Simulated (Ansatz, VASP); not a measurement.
Two plane-wave programs on Si5C

```
Si C
1.0
     2.77651    0.00000    0.00000
    -1.38826    2.40453    0.00000
     0.00000    0.00000   13.30012
Si C
5 1
Cartesian
  0.0000 1.6030 11.0834
  0.0000 1.6030 2.2167
  0.0000 1.6030 6.6501
  1.3883 0.8015 4.4334
  1.3883 0.8015 8.8667
  1.3883 0.8015 0.0000
```

Alike in both runs: task single point; functional PBE; k mesh 6 × 6 × 2; occupations gaussian, width 0.1 eV; no spin polarisation.

|  | VASP | Ansatz |
| --- | --- | --- |
| version | VASP 6.6.1 | Ansatz 0.2.0 |
| potentials or method | VASP PAW PBE potentials, release 64 (Si, C), cutoff 520 eV | scalar-relativistic, plane waves, PAW |
| valence electrons in the cell | 24 | 24 |

VASP gave:

```
gap on the k mesh at the Fermi level (eV)                     : none
pressure (GPa)                                                : -8.7
traceless stress, the component that is largest in VASP (GPa) : -7.76
rms of the force components (eV/Å)                            : 0.465
```

Q: Which values does Ansatz return?

A: gap on the k mesh at the Fermi level (eV): none; pressure (GPa): -8.7; traceless stress, the component that is largest in VASP (GPa): -7.76; rms of the force components (eV/Å): 0.466.

Atom by atom the forces differ by 0.001 eV/Å (rms over components). A gap of «none» marks a metal or a gap that the smearing closes. With one functional, cell and mesh, what is left measures potentials, basis and numerics.

The k mesh is coarse, so the values compare programs but aren't converged.
